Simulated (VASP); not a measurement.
Wanted: the native input for a VASP 6.6.1 run.

| Quantity | Value |
| --- | --- |
| Task | electric field gradients |
| Functional | PBEsol |
| Potentials or basis | VASP PAW PBE potentials, release 64 (W_sv) |
| Cutoff | 520 eV |
| k mesh | 14 × 14 × 14 |
| Occupations | fermi-dirac, width 0.05 eV |
| Spin | no spin polarisation |
| Dipole correction | no |
| Further INCAR settings | ALGO = Normal; EDIFF = 1e-08; NBANDS = 13 |

The structure of W lies in POSCAR:

```
W
1.0
   -0.0406000000      2.0097000000      2.0097000000
    2.0097000000     -0.0406000000      2.0097000000
    2.0097000000      2.0097000000     -0.0406000000
W
1
Direct
    0.0000000000      0.0000000000      0.0000000000
```

This cell differs from its parent crystal: equal xy, yz and zx shear strains of -2 %.

These files were run (other wordings do the same):

INCAR

```
  PREC = Accurate
  ENCUT = 520
  EDIFF = 1E-8
  ISMEAR = -1
  SIGMA = 0.05
  LREAL = False
  LASPH = True
  NELM = 60
  ALGO = Normal
  ISIF = 2
  LWAVE = False
  LCHARG = False
  GGA = PS
  LEFG = True
  NBANDS = 13
```

KPOINTS

```
regular mesh
0
Gamma
  14 14 14
```

Potentials or basis: VASP PAW PBE potentials, release 64 (W_sv).

Command:

```console
$ cat potpaw_PBE.64/W_sv/POTCAR > POTCAR
$ mpirun -np 1 vasp_std > vasp.out
```

It gave:

```
Pressure                                : -11.9 GPa
Band gap on the k mesh                  : zero (bands 7 and 8 overlap by 3.53 eV)
Largest electric field gradient by atom : W -15.6 V/Å²
```

Caveat: the cell differs from its parent crystal (equal xy, yz and zx shear strains of -2 %); the cell stands under tension; without QUAD_EFG the Cq values of the log hold for a quadrupole moment of 1 mb, not for the nuclei; the PAW data sets were made with another functional, which shifts forces and pressure a little; spin-orbit coupling is left out, which moves the levels of the heavy elements.

It took 74 s on 1 thread of Intel Xeon 8259CL, on a shared host, peak memory 0.19 GiB.
